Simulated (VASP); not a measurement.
Write the native input for VASP 6.6.1 that does the following.

* Task: single point
* Functional: HSE06
* Potentials or basis: VASP PAW PBE potentials, release 64 (Ba_sv, S)
* Cutoff: 520 eV
* k mesh: 4 × 4 × 4
* Occupations: gaussian, width 0.01 eV
* Spin: no spin polarisation
* Dipole correction: no
* Grid for exact exchange (PRECFOCK): Normal
* Further INCAR settings: ALGO = Normal; EDIFF = 1e-06; NBANDS = 15
* Share of exact exchange: 0.25
* Screening parameter: 0.2079 1/Å

The system is BaS.

```xyz
2
Lattice="3.9656 0.0000 0.0000 0.0000 3.8338 0.0000 0.0000 0.0000 3.8338" Properties=species:S:1:pos:R:3 pbc="T T T"
Ba    0.0000    0.0000    0.0000
S     1.9828    1.9169    1.9169
```

This cell differs from its parent crystal: uniaxial x strain +3.4%.

The input as run:

POSCAR

```
BaS
1.0
    3.9656395498      0.0000000000      0.0000000000
    0.0000000000      3.8337582655      0.0000000000
    0.0000000000      0.0000000000      3.8337582655
Ba S
1 1
Direct
    0.0000000000      0.0000000000      0.0000000000
    0.5000000000      0.5000000000      0.5000000000
```

INCAR.step1

```
PREC = Accurate ; ENCUT = 520
EDIFF = 1E-5 ; ISMEAR = 0
SIGMA = 0.01 ; LREAL = F
LASPH = T ; NELM = 100
ALGO = Normal ; ISIF = 2
LWAVE = T ; LCHARG = F
GGA = PE ; NBANDS = 15
```

INCAR.step2

```
PREC = Accurate ; ENCUT = 520
EDIFF = 1E-6 ; ISMEAR = 0
SIGMA = 0.01 ; LREAL = F
LASPH = T ; NELM = 100
ALGO = Normal ; ISIF = 2
LWAVE = F ; LCHARG = F
GGA = PE ; LHFCALC = T
HFSCREEN = 0.2079 ; PRECFOCK = Normal
ISTART = 1 ; NBANDS = 15
```

KPOINTS

```
regular mesh
0
Gamma
  4 4 4
```

Potentials or basis: VASP PAW PBE potentials, release 64 (Ba_sv, S).

Run with:

```sh
$ cat potpaw_PBE.64/Ba_sv/POTCAR potpaw_PBE.64/S/POTCAR > POTCAR
$ cp INCAR.step1 INCAR
$ mpirun -np 1 vasp_std > vasp.out
$ cp INCAR.step2 INCAR
$ mpirun -np 1 vasp_std > vasp.out
```

It gave:

The pressure is -1.1 GPa. The band gap on the k mesh is 2.27 eV (least direct gap 2.42 eV).

Caveat: the cell differs from its parent crystal (uniaxial x strain +3.4%); the structure was generated, so it needn't be the stable form of BaS; the PAW data sets were made with another functional, which shifts forces and pressure a little; spin-orbit coupling is left out, which moves the levels of the heavy elements.

Wall time 6.6 min on 1 thread of Intel(R) Xeon(R) 6975P-C (Granite Rapids), with other jobs on the host, peak memory 0.28 GiB.
